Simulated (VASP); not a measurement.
Input of a VASP 6.6.1 run:

INCAR

```
PREC = Accurate
ENCUT = 600
EDIFF = 1E-6
ISMEAR = -1
SIGMA = 0.1
LREAL = False
LASPH = True
NELM = 80
ALGO = Normal
ISIF = 3
LWAVE = False
LCHARG = False
GGA = PE
IBRION = 2
NSW = 80
EDIFFG = -0.03
```

The input KPOINTS:

```
regular mesh
0
Gamma
  9 9 9
```

POSCAR

```
SnTe
1.0
    0.0000000000      3.1542540000      3.1542540000
    3.1542540000      0.0000000000      3.1542540000
    3.1542540000      3.1542540000      0.0000000000
Te Sn
1 1
Direct
    0.5000000000      0.5000000000      0.5000000000
    0.0000000000      0.0000000000      0.0000000000
```

Potentials or basis: VASP PAW PBE potentials, release 64 (Te, Sn_d).

The run is started by

```console
$ cat potpaw_PBE.64/Te/POTCAR potpaw_PBE.64/Sn_d/POTCAR > POTCAR
$ mpirun -np 1 vasp_std > vasp.out
```

Problem. What does it give for the space group after relaxing (to 0.1 Å)?

Solution. Fm-3m (No. 225).

Problem. What does it give for the relaxed volume?

Solution. 32.90 Å³/atom.

Final structure:
```xyz
2
Lattice="0.0000 3.2043 3.2043 3.2043 0.0000 3.2043 3.2043 3.2043 0.0000" Properties=species:S:1:pos:R:3 pbc="T T T"
Te    3.2043    3.2043    3.2043
Sn    0.0000    0.0000    0.0000
```

 Zero-point motion and thermal expansion aren't in these numbers.
